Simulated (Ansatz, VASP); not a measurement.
One calculation of W, two programs

```
W
1.0
     2.77680    0.00000    0.00000
    -1.38840    2.40478    0.00000
     0.00000    0.00000    4.94694
W
2
Direct
  0.33333 0.66667 0.25000
  0.66667 0.33333 0.75000
```

Alike in both runs: functional PBE; k mesh 17 × 17 × 9; occupations fermi-dirac, width 0.05 eV; no spin polarisation.

Ansatz relaxed the structure, and its values are those at the end. VASP's run is a single point on that final structure, the one shown.

|  | VASP | Ansatz |
| --- | --- | --- |
| version | VASP 6.6.1 | Ansatz 0.2.0 |
| potentials or method | VASP PAW PBE potentials, release 64 (W_sv) | PAW with Ansatz's default frozen-core files, scalar-relativistic |
| plane-wave cutoff (eV) | 520 | 420 |
| valence electrons in the cell | 28 | 28 |

Ansatz gave:

```
pressure (GPa) : 0.0
```

Question: Which values does VASP return?

Answer: Pressure (GPa): 0.4.

Spin-orbit coupling is off throughout.
